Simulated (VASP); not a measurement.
# Sc (P6_3/mmc) in VASP: single point with PBE

Aim: the single point of Sc with PBE.

All numbers are computed with VASP 6.6.1; they aren't measurements. Logs are shortened: lines on timing, memory, paths and dates and some standing lists are left out, and cuts for length are marked.

**1. The cell of the first run**

It takes space group P6_3/mmc (No. 194, hexagonal). Conventional cell: a = 3.325 Å, b = 3.325 Å, c = 5.223 Å, α = 90.00°, β = 90.00°, γ = 120.00°. Sc (site symmetry -6m2) has 12 Sc at 3.24 to 3.32 Å within 4.3 Å.

**2. Single point, PBE**

File INCAR:

```
PREC = Accurate
ENCUT = 520
EDIFF = 1E-6
ISMEAR = -1
SIGMA = 0.15
LREAL = False
LASPH = True
NELM = 80
ALGO = Normal
ISIF = 2
LWAVE = False
LCHARG = False
GGA = PE
NBANDS = 18
```

File KPOINTS:

```
regular mesh
0
Gamma
  12 12 7
```

File POSCAR:

```
Sc
1.0
    3.3249438810      0.0000000000      0.0000000000
   -1.6624719405      2.8794858671      0.0000000000
    0.0000000000      0.0000000000      5.2228477385
Sc
2
Direct
    0.3333333333      0.6666666667      0.2500000000
    0.6666666667      0.3333333333      0.7500000000
```

Potentials or basis: VASP PAW PBE potentials, release 64 (Sc_sv).

Launch:

```sh
$ cat potpaw_PBE.64/Sc_sv/POTCAR > POTCAR
$ mpirun -np 1 vasp_std > vasp.out
```

OUTCAR:

```text
PREC = Accurate
   ENCUT = 520
   EDIFF = 1E-6
   ISMEAR = -1
   LREAL = False
   LASPH = True
   NELM = 80
   ISIF = 2
   GGA = PE

 ion  position               nearest neighbor table
   1  0.333  0.667  0.250-   2 3.24   2 3.24   2 3.24   2 3.24   2 3.24   2 3.24
   2  0.667  0.333  0.750-   1 3.24   1 3.24   1 3.24   1 3.24   1 3.24   1 3.24

  LATTYP: Found a hexagonal cell.
 ALAT       =     3.3249438810
 C/A-ratio  =     1.5708077867

  Lattice vectors:

 A1 = (   3.3249438810,   0.0000000000,   0.0000000000)
 A2 = (  -1.6624719405,   2.8794858671,   0.0000000000)
 A3 = (   0.0000000000,   0.0000000000,   5.2228477385)

Analysis of symmetry for initial positions (statically):
=====================================================================
 Subroutine PRICEL returns:
 Original cell was already a primitive cell.

 Routine SETGRP: Setting up the symmetry group for a
 hexagonal supercell.

 Subroutine GETGRP returns: Found 24 space group operations
 (whereof 12 operations were pure point group operations)
 out of a pool of 24 trial point group operations.

The static configuration has the point symmetry D_3d.
 The point group associated with its full space group is D_6h.

Analysis of symmetry for dynamics (positions and initial velocities):
=====================================================================
 Subroutine PRICEL returns:
 Original cell was already a primitive cell.

 Routine SETGRP: Setting up the symmetry group for a
 hexagonal supercell.

 Subroutine GETGRP returns: Found 24 space group operations
 (whereof 12 operations were pure point group operations)
 out of a pool of 24 trial point group operations.

The dynamic configuration has the point symmetry D_3d.
 The point group associated with its full space group is D_6h.

 Subroutine INISYM returns: Found 24 space group operations
 (whereof 12 operations are pure point group operations),
 and found     1 'primitive' translations

----------------------------------------------------------------------------------------

                                     Primitive cell

  volume of cell :      50.0042

  direct lattice vectors                    reciprocal lattice vectors
     3.324943881  0.000000000  0.000000000     0.300756956  0.173642109  0.000000000
[... 76 lines left out ...]
 SYSTEM =  unknown system
   PREC   = accura    normal or accurate (medium, high low for compatibility)
   ISTART =      0    job   : 0-new  1-cont  2-samecut
   ICHARG =      2    charge: 1-file 2-atom 10-const
   ISPIN  =      1    spin polarized calculation?
   LNONCOLLINEAR =      F non collinear calculations
   LSORBIT =      F    spin-orbit coupling
   LASPH  =      T    aspherical Exc in radial PAW
   ENCUT  =  520.0 eV  38.22 Ry    6.18 a.u.   6.18  6.18  9.71*2*pi/ulx,y,z
   NELM   =     80;   NELMIN=  2; NELMDL= -5     # of ELM steps
   EDIFF  = 0.1E-05   stopping-criterion for ELM
   LREAL  =      F    real-space projection
   EDIFFG = 0.1E-04   stopping-criterion for IOM
   NSW    =      0    number of steps for IOM
   IBRION =     -1    ionic relax: 0-MD 1-quasi-New 2-CG
   NFREE  =      0    steps in history (QN), initial steepest desc. (CG)
   ISIF   =      2    stress and relaxation
   ISYM   =      2    0-nonsym 1-usesym 2-fastsym
   POTIM  = 0.5000    time-step for ionic-motion
   TEBEG  =    0.0;   TEEND  =   0.0 temperature during run
   PSTRESS=    0.0 pullay stress
   NELECT =      22.0000    total number of electrons
   NUPDOWN=      -1.0000    fix difference up-down
   EMIN   =  10.00;   EMAX   =-10.00  energy-range for DOS
   EFERMI =   0.00;   METHOD = LEGACY
   ISMEAR =    -1;   SIGMA  =   0.15  broadening in eV -4-tet -1-fermi 0-gaus
   EFERMI_NEDOS =   21; number of points for ismear=-14 and -15
   IALGO  =     38    algorithm
   IMIX   =      4    mixing-type and parameters
     AMIX     =   0.40;   BMIX     =  1.00
     AMIX_MAG =   1.60;   BMIX_MAG =  1.00
  volume/ion in A,a.u.               =      25.00       168.72
  Fermi-wavevector in a.u.,A,eV,Ry     =   1.245127  2.352948 21.093660  1.550340
  Thomas-Fermi vector in A             =   2.379363
   LORBIT       =      0    0 simple, 1 ext, 2 COOP (PROOUT), +10 PAW based schemes
   GGA     = PE    functional components
   LHFCALC =     F    Hartree Fock is set to
   AEXX    =    0.0000 exact exchange contribution
   IVDW    =     0    specifies the selected vdW correction
   LEPSILON=     F    determine dielectric tensor
   LRPA    =     F    only Hartree local field effects (RPA)
 non-spin polarized calculation
  energy-cutoff  :      520.00
  volume of cell :       50.00
 maximum number of plane-waves:      1387
 NGX is ok and might be reduce to    28
   NGX = 13   NGY = 13   NGZ = 19

 number of electron      21.9999997 magnetization

 Free energy of the ion-electron system (eV)
  ---------------------------------------------------
  ext. energy  EPLUGINS =         0.00000000
  ---------------------------------------------------
  free energy    TOTEN  =       -12.63887282 eV

  energy without entropy =      -12.37631258  energy(sigma->0) =      -12.50759270

 E-fermi :   3.6071     XC(G=0):  -9.8193

 val. band max:        3.6060979085   @ k =   0.5000  -0.0000   0.4286
 cond. band min:       3.6184915880   @ k =   0.4167   0.0833   0.4286
 fundamental gap:      0.0123936795
 Fermi energy:         3.6071166016

 k-point     1 :       0.0000    0.0000    0.0000
  band No.  band energies     occupation
      1     -45.8466      2.00000
      2     -45.7819      2.00000
      3     -24.6670      2.00000
      4     -24.3333      2.00000
      5     -24.3333      2.00000
      6     -24.2724      2.00000
[... 481 lines left out ...]
      5     -24.4682      2.00000
      6     -24.3892      2.00000
[... 10 lines left out ...]
     17       6.7321      0.00000
     18       6.7942      0.00000

 [... further k-points ...]
[... 5 lines left out ...]
  --------------------------------------------------------------------------------------
  -------------------------------------------------------------------------------------
  Total       -0.1137336     -0.1137336     -0.1115329      0.0000000     -0.0000000      0.0000000
  in kB       -3.6441219     -3.6441219     -3.5736096      0.0000000     -0.0000000      0.0000000
  external PRESSURE =      -3.6206178 kB  Pullay stress =       0.0000000 kB

 VOLUME and BASIS-vectors are now :
 -----------------------------------------------------------------------------
  energy-cutoff  :      520.00
  volume of cell :       50.00
      direct lattice vectors                 reciprocal lattice vectors
     3.324943881  0.000000000  0.000000000     0.300756956  0.173642109  0.000000000
    -1.662471940  2.879485867  0.000000000     0.000000000  0.347284219  0.000000000
     0.000000000  0.000000000  5.222847738     0.000000000  0.000000000  0.191466428

 POSITION                                       TOTAL-FORCE (eV/Angst)
 -----------------------------------------------------------------------------------
     -0.00000      1.91966      1.30571         0.000000     -0.000000      0.000000
      1.66247      0.95983      3.91714        -0.000000      0.000000      0.000000
 -----------------------------------------------------------------------------------
    total drift:                                0.000000     -0.000000      0.000000

  FREE ENERGIE OF THE ION-ELECTRON SYSTEM (eV)
  ---------------------------------------------------
  free  energy   TOTEN  =       -12.6388728220 eV

  energy  without entropy=      -12.3763125817  energy(sigma->0) =      -12.50759270
```

Wall time 26 s (1 thread of Intel Xeon 6975P-C (Granite Rapids), shared host); peak memory 0.21 GiB.

What came out:

- Free energy: -12.6389 eV
- Pressure: -0.4 GPa
- Band gap on the k mesh: zero (band 11 reaches 4.38 eV, above the bottom of band 12 at 3.14 eV)
